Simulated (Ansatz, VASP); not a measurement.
One calculation of ZnS, two programs

INCAR

```
PREC = Accurate
ENCUT = 520
EDIFF = 1E-7
ISMEAR = 1
SIGMA = 0.2
LREAL = False
LASPH = True
NELM = 60
ALGO = Normal
ISIF = 2
LWAVE = False
LCHARG = False
GGA = PE
NBANDS = 16
```

KPOINTS

```
regular mesh
0
Gamma
  8 8 8
```

File POSCAR:

```
ZnS
1.0
    0.0000000000      2.7046500000      2.7046500000
    2.7046500000      0.0000000000      2.7046500000
    2.7046500000      2.7046500000      0.0000000000
Zn S
1 1
Direct
    0.0000000000      0.0000000000      0.0000000000
    0.7500000000      0.7500000000      0.7500000000
```

Input for Ansatz:

```yaml
crystal:
  lattice:
    - [0.0, 2.70465, 2.70465]
    - [2.70465, 0.0, 2.70465]
    - [2.70465, 2.70465, 0.0]
  atoms:
    - { symbol: Zn, position: [0.0, 0.0, 0.0] }
    - { symbol: S, position: [0.75, 0.75, 0.75] }
kpoints:
  mp_grid: { grid: [8, 8, 8] }
scf:
  occupations: { method: methfessel_paxton, width: 0.2 }
hamiltonian:
  xc: pbe
  pseudopotentials: { kind: all_electron, lapw: { basis_error: 0.00025 } }
output:
  forces: true
  stress: true
  eigenvalues: true
```

Alike in both runs: task single point; functional PBE; k mesh 8 × 8 × 8; occupations methfessel-paxton of order 1, width 0.2 eV; no spin polarisation.

```csv
,VASP,Ansatz
version,VASP 6.6.1,Ansatz 0.2.0
potentials or method,"VASP PAW PBE potentials, release 64 (Zn, S), cutoff 520 eV","all-electron LAPW, scalar-relativistic"
```

Ansatz gave:

| Quantity | Value |
| --- | --- |
| gap on the k mesh at the Fermi level (eV) | 2.10 |
| pressure (GPa) | 1.4 |

**Question.** Estimate VASP's values.

**Answer.** gap on the k mesh at the Fermi level (eV): 2.10; pressure (GPa): 1.5.

Ansatz ran all-electron here, and VASP with PAW potentials.
